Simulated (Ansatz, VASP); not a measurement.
# Mo: VASP beside Ansatz

The input INCAR:

```
SYSTEM = Mo
PREC = Accurate
ENCUT = 600
EDIFF = 1E-7
ISMEAR = 1
SIGMA = 0.1
LREAL = .False.
LASPH = .True.
NELM = 60
ALGO = Normal
ISIF = 3
LWAVE = .False.
LCHARG = .False.
GGA = RE
IVDW = 12
IBRION = 2
NSW = 80
EDIFFG = -0.02
```

Contents of KPOINTS:

```
regular mesh
0
Gamma
  15 15 15
  0 0 0
```

The input POSCAR:

```
Mo
1.0
   -1.5734150000      1.5734150000      1.5734150000
    1.5734150000     -1.5734150000      1.5734150000
    1.5734150000      1.5734150000     -1.5734150000
Mo
1
Direct
    0.0000000000      0.0000000000      0.0000000000
```

Input for Ansatz:

```yaml
crystal:
  lattice:
    - [-1.573415, 1.573415, 1.573415]
    - [1.573415, -1.573415, 1.573415]
    - [1.573415, 1.573415, -1.573415]
  atoms:
    - { symbol: Mo, position: [0.0, 0.0, 0.0] }
basis:
  ecutwfc: 470.0
kpoints:
  mp_grid:
    grid: [15, 15, 15]
    shift: [0.0, 0.0, 0.0]
hamiltonian:
  xc: revpbe
  dispersion: d3bj
scf:
  occupations:
    method: methfessel_paxton
    width: 0.1
relax:
  f_tol: 0.02
  max_steps: 60
  cell: {}
```

Alike in both runs: task relaxation of cell and atoms; functional revPBE; dispersion D3(BJ); k mesh 15 × 15 × 15; occupations methfessel-paxton of order 1, width 0.1 eV; no spin polarisation.

```csv
,VASP,Ansatz
version,VASP 6.6.1,Ansatz 0.2.0
potentials or method,"VASP PAW PBE potentials, release 64 (Mo_sv), cutoff 600 eV","plane waves, PAW"
valence electrons in the cell,14,14
```

VASP gave:

* relaxed volume (Å³/atom): 15.14
* relaxed cell length with the largest relative difference (Å): 2.699

Question: Estimate Ansatz's values.

Answer: Relaxed volume (Å³/atom): 15.11; relaxed cell length with the largest relative difference (Å): 2.698.

VASP's potentials were made for PBE, not for revPBE.
